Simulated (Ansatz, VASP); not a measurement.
**CdSe: VASP beside Ansatz**

Contents of INCAR:

```
ALGO = Normal
EDIFF = 1E-8
ENCUT = 400
GGA = PE
GGA_COMPAT = F
ISIF = 2
ISMEAR = -1
LASPH = T
LCHARG = F
LEFG = T
LREAL = F
LWAVE = F
NBANDS = 16
NELM = 120
PREC = Accurate
SIGMA = 0.03
```

Contents of KPOINTS:

```
k-points
0
Gamma
  8 8 8
```

File POSCAR:

```
CdSe
1.0
    0.0307027120      3.0856225546      3.0856225546
    3.0856225546      0.0307027120      3.0856225546
    3.0856225546      3.0856225546      0.0307027120
Cd Se
1 1
Direct
    0.0000000000      0.0000000000      0.0000000000
    0.2500000000      0.2500000000      0.2500000000
```

Input for Ansatz:

```yaml
crystal:
  lattice:
    - [0.030702712, 3.0856225546, 3.0856225546]
    - [3.0856225546, 0.030702712, 3.0856225546]
    - [3.0856225546, 3.0856225546, 0.030702712]
  atoms:
    - { symbol: Cd, position: [0.0, 0.0, 0.0] }
    - { symbol: Se, position: [0.25, 0.25, 0.25] }
kpoints:
  mp_grid: { grid: [8, 8, 8] }
scf:
  occupations: { method: fermi_dirac, width: 0.03 }
hamiltonian:
  xc: pbe
  pseudopotentials: { kind: paw }
output:
  forces: true
  stress: true
  eigenvalues: true
  efg: { contact_densities: true }
```

Change from the starting cell: equal xy, yz and zx shear strains of +1 %, PAW files.

Alike in both runs: task electric field gradients; functional PBE; k mesh 8 × 8 × 8; occupations fermi-dirac, width 0.03 eV; no spin polarisation.

|  | VASP | Ansatz |
| --- | --- | --- |
| version | VASP 6.6.1 | Ansatz 0.2.0 |
| potentials or method | VASP PAW PBE potentials, release 64 (Cd, Se) | PAW with Ansatz's default frozen-core files, scalar-relativistic |
| plane-wave cutoff (eV) | 400 | 420 |
| valence electrons in the cell | 18 | 36 |

```csv
,VASP,Ansatz,Ansatz less VASP
pressure (GPa),1.2,1.3,+0.10
"traceless stress, the component that is largest in VASP (GPa)",-0.42,-0.41,+0.010
rms of the force components (eV/Å),0.058,0.055,-0.0025
size of Vzz on the site where it differs most (V/Å²),10.5,9.6,-0.95
```

Atom by atom the forces differ by 0.003 eV/Å (rms over components). The functional is the same, so the differences come from potentials, cutoffs and numerics. VASP's potentials hold 18 valence electrons a cell and Ansatz's 36, so a difference there can come from the potentials and not from the codes.
